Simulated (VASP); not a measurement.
## Ge: single point with PBEsol

Ge:

```
Ge
1.0
     0.00000    2.88425    2.88425
     2.88425    0.00000    2.88425
     2.88425    2.88425    0.00000
Ge
2
Direct
  0.50000 0.50000 0.50000
  0.75000 0.75000 0.75000
```

```
Program             : VASP 6.6.1
Task                : single point
Functional          : PBEsol
Potentials or basis : VASP PAW PBE potentials, release 64 (Ge_d)
Cutoff              : 520 eV
k mesh              : 11 × 11 × 11
Occupations         : fermi-dirac, width 0.05 eV
Spin                : no spin polarisation
```

| Property | Result |
| --- | --- |
| Pressure | -3.0 GPa |
| Band gap on the k mesh | zero (bands 14 and 15 overlap by 0.03 eV) |

Levels at points of the mesh, in eV from the Fermi level:
```
           k point  band 10  band 11  band 12  band 13  band 14  band 15  band 16  band 17  band 18  band 19
(0.00, 0.00, 0.00)   -24.41   -12.31    -0.47     0.06     0.06     0.06     2.56     2.56     2.56     6.14
```

Wall time 64 s on 1 thread of Intel Xeon 8259CL, on a shared host, peak memory 0.19 GiB.

Caveat: semilocal functionals underestimate gaps, so a narrow gap can read as zero; the PAW data sets were made with another functional, which shifts forces and pressure a little.
